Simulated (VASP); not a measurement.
Au, 1 atom in the cell. It takes space group Im-3m (No. 229, cubic). The conventional cell has a = 3.315 Å, b = 3.315 Å, c = 3.315 Å, α = 90.00°, β = 90.00°, γ = 90.00°. Au (site symmetry m-3m) has 14 Au at 2.87 to 3.31 Å within 3.8 Å. 

- Program: VASP 6.6.1
- Task: relaxation of cell and atoms
- Functional: LDA
- Potentials or basis: VASP PAW LDA potentials, release 64 (Au)
- Cutoff: 600 eV
- k mesh: 12 × 12 × 12
- Occupations: methfessel-paxton, width 0.05 eV
- Spin: no spin polarisation
- Target pressure: 10 GPa
- Dipole correction: no
- Further INCAR settings: ALGO = Normal; EDIFF = 1e-06; IBRION = 2; EDIFFG = -0.02; NSW = 80; ISIF = 3

Potentials or basis: VASP PAW LDA potentials, release 64 (Au).

Run with:

```sh
$ cat potpaw_LDA.64/Au/POTCAR > POTCAR
$ mpirun -np 1 vasp_std > vasp.out
```

Hardware: 1 thread of Intel(R) Xeon(R) 6975P-C (Granite Rapids) (shared host).

**Question.** How long does it take, and how much memory?

**Answer.** It took 12 s on 1 thread of Intel(R) Xeon(R) 6975P-C (Granite Rapids), on a shared host, peak memory 0.15 GiB. Counts: scf iterations 39, k points 72, ion steps 5.
